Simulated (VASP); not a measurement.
A run of VASP 6.6.1 is set up as follows.

POSCAR

```
Ir
1.0
    2.5533079737      0.0000000000      0.0000000000
    0.0000000000      2.5533079737      0.0000000000
    0.0000000000      0.0000000000      2.5533079737
Ir
1
Direct
    0.0000000000      0.0000000000      0.0000000000
```

The input INCAR.step1:

```
PREC = Accurate
ENCUT = 520
ISMEAR = -1
SIGMA = 0.1
LREAL = F
LASPH = T
NELM = 80
NBANDS = 10
GGA = PE
ALGO = Normal
EDIFF = 1E-4
LWAVE = T
LCHARG = F
```

INCAR.step2

```
PREC = Accurate
ENCUT = 520
EDIFF = 1E-6
ISMEAR = -1
SIGMA = 0.1
LREAL = F
LASPH = T
NELM = 80
ALGO = Normal
ISIF = 2
LWAVE = F
LCHARG = F
METAGGA = R2SCAN
LMIXTAU = T
NBANDS = 10
ISTART = 1
```

KPOINTS

```
regular mesh
0
Gamma
  13 13 13
```

Potentials or basis: VASP PAW PBE potentials, release 64 (Ir).

Launch:

```bash
$ cat potpaw_PBE.64/Ir/POTCAR > POTCAR
$ cp INCAR.step1 INCAR
$ mpirun -np 1 vasp_std > vasp.out
$ cp INCAR.step2 INCAR
$ mpirun -np 1 vasp_std > vasp.out
```

Problem. Predict the band gap on the k mesh.

Solution. Zero (an odd number of electrons rules out a gap without spin polarisation).

Problem. Predict the pressure.

Solution. 1.6 GPa.

Caveat: the PAW data sets were made with another functional, which shifts forces and pressure a little; spin-orbit coupling is left out, which moves the levels of the heavy elements.
